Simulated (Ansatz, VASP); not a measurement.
**Two plane-wave programs on Ag**

The input POSCAR:

```
Ag
1.0
   -1.6556540000      1.6556540000      1.4073059000
    1.6556540000     -1.6556540000      1.4073059000
    1.6556540000      1.6556540000     -1.4073059000
Ag
1
Direct
    0.0000000000      0.0000000000      0.0000000000
```

INCAR.step1

```
ALGO = Normal
EDIFF = 1E-4
ENCUT = 520
GGA = PE
ISMEAR = 0
LASPH = T
LCHARG = F
LREAL = F
LWAVE = T
NBANDS = 12
NELM = 80
PREC = Accurate
SIGMA = 0.15
```

INCAR.step2

```
ALGO = Normal
EDIFF = 1E-6
ENCUT = 520
ISIF = 2
ISMEAR = 0
ISTART = 1
LASPH = T
LCHARG = F
LMIXTAU = T
LREAL = F
LWAVE = F
METAGGA = R2SCAN
NBANDS = 12
NELM = 80
PREC = Accurate
SIGMA = 0.15
```

KPOINTS

```
k-points
0
Gamma
  20 20 20
```

Input for Ansatz:

```yaml
crystal:
  lattice:
    - [-1.655654, 1.655654, 1.4073059]
    - [1.655654, -1.655654, 1.4073059]
    - [1.655654, 1.655654, -1.4073059]
  atoms:
    - { symbol: Ag, position: [0.0, 0.0, 0.0] }
basis:
  ecutwfc: 500
kpoints:
  mp_grid: { grid: [20, 20, 20] }
hamiltonian:
  xc: r2scan
scf:
  occupations: { method: gaussian, width: 0.15 }
output:
  forces: true
  stress: true
  eigenvalues: true
```

Change from the starting cell: strain -0.1500 x Voigt [0, 0, 1, 0, 0, 0], atoms carried along.

Alike in both runs: task single point; functional r2SCAN; k mesh 20 × 20 × 20; occupations gaussian, width 0.15 eV; no spin polarisation.

|  | VASP | Ansatz |
| --- | --- | --- |
| version | VASP 6.6.1 | Ansatz 0.2.0 |
| potentials or method | VASP PAW PBE potentials, release 64 (Ag), cutoff 520 eV | scalar-relativistic, plane waves, PAW |
| valence electrons in the cell | 11 | 19 |

Ansatz gave:

- gap on the k mesh at the Fermi level (eV): none
- pressure (GPa): 18.0
- traceless stress, the component that is largest in VASP (GPa): 2.52

Q: Which values does VASP return?

A: gap on the k mesh at the Fermi level (eV): none; pressure (GPa): 18.4; traceless stress, the component that is largest in VASP (GPa): 2.58.

VASP's potentials were made for PBE, not for r2SCAN. A gap of «none» marks a metal or a gap that the smearing closes. With one functional, cell and mesh, what is left measures potentials, basis and numerics. VASP's potentials hold 11 valence electrons a cell and Ansatz's 19, so a difference there can come from the potentials and not from the codes.
